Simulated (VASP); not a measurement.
SiC, 2 atoms in the cell. It takes space group R3m (No. 160, trigonal). Conventional cell: a = 2.997 Å, b = 2.997 Å, c = 7.927 Å, α = 90.00°, β = 90.00°, γ = 120.00°. Si (site symmetry 3m) has 4 C at 1.85 to 1.98 Å within 2.5 Å. Within 2.5 Å of C (site symmetry 3m) lie 4 Si at 1.85 to 1.98 Å.  This cell differs from its parent crystal: ratio of the length along [111] to the lengths across it x 1.08, volume and fractional coordinates fixed.

- Program: VASP 6.6.1
- Task: single point
- Functional: LDA
- Potentials or basis: VASP PAW LDA potentials, release 64 (Si, C)
- Cutoff: 520 eV
- k mesh: 12 × 12 × 12
- Occupations: gaussian, width 0.05 eV
- Spin: no spin polarisation
- Dipole correction: no
- Further INCAR settings: ALGO = Normal; EDIFF = 1e-07; NBANDS = 11

Potentials or basis: VASP PAW LDA potentials, release 64 (Si, C).

The run is started by

```console
$ cat potpaw_LDA.64/Si/POTCAR potpaw_LDA.64/C/POTCAR > POTCAR
$ mpirun -np 1 vasp_std > vasp.out
```

Hardware: 1 thread of AMD EPYC 7R13 (shared host).

Task: How long does it take, and how much memory?

Result: Wall time 67 s on 1 thread of AMD EPYC 7R13, on a shared host, peak memory 0.12 GiB. Counts: scf iterations 13, k points 189.
